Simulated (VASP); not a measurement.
Input of a VASP 6.6.1 run:

File INCAR:

```
SYSTEM = Al5N
PREC     = Accurate       ! precision mode
ENCUT    = 520            ! plane-wave cutoff, eV
EDIFF    = 1E-6           ! SCF threshold, eV
ISMEAR   = 0              ! smearing method
SIGMA    = 0.1            ! smearing width, eV
LREAL    = .False.        ! projectors in reciprocal space
LASPH    = .True.         ! aspherical terms in the spheres
NELM     = 100            ! most SCF steps
ALGO     = Normal         ! electronic algorithm
ISIF     = 2              ! what is computed and relaxed
LWAVE    = .False.        ! write WAVECAR
LCHARG   = .False.        ! write CHGCAR
GGA      = PE             ! functional
NBANDS   = 19             ! bands
```

The input KPOINTS:

```
Automatic mesh
0
Gamma
  12 12 12
  0 0 0
```

Contents of POSCAR:

```
Al5N
1.0
    2.7216204466      1.5713282975      4.2608780263
   -2.7216204466      1.5713282975      4.2608780263
    0.0000000000     -3.1426565950      4.2608780263
Al N
5 1
Direct
    0.3427359660      0.8505007462      0.3427359660
    0.3427359660      0.3427359660      0.8505007462
    0.8505007462      0.3427359660      0.3427359660
    0.7489289664      0.7489289664      0.7489289664
    0.3492838281      0.3492838281      0.3492838281
    0.5987910973      0.5987910973      0.5987910973
```

Potentials or basis: VASP PAW PBE potentials, release 64 (Al, N).

The run is started by

```console
$ cat potpaw_PBE.64/Al/POTCAR potpaw_PBE.64/N/POTCAR > POTCAR
$ mpirun -np 1 vasp_std > vasp.out
```

Problem. Predict the largest force.

Solution. 0.008 eV/Å.

Problem. Predict the band gap on the k mesh.

Solution. Zero (band 10 reaches 6.06 eV, above the bottom of band 11 at 4.35 eV).

Problem. Predict the pressure.

Solution. -0.1 GPa.

Forces on the atoms (eV/Å):
```
Al   0.000  0.000 -0.003
Al   0.000  0.000 -0.003
Al   0.000  0.000 -0.003
Al   0.000  0.000  0.000
Al   0.000  0.000  0.001
N    0.000  0.000  0.008
```
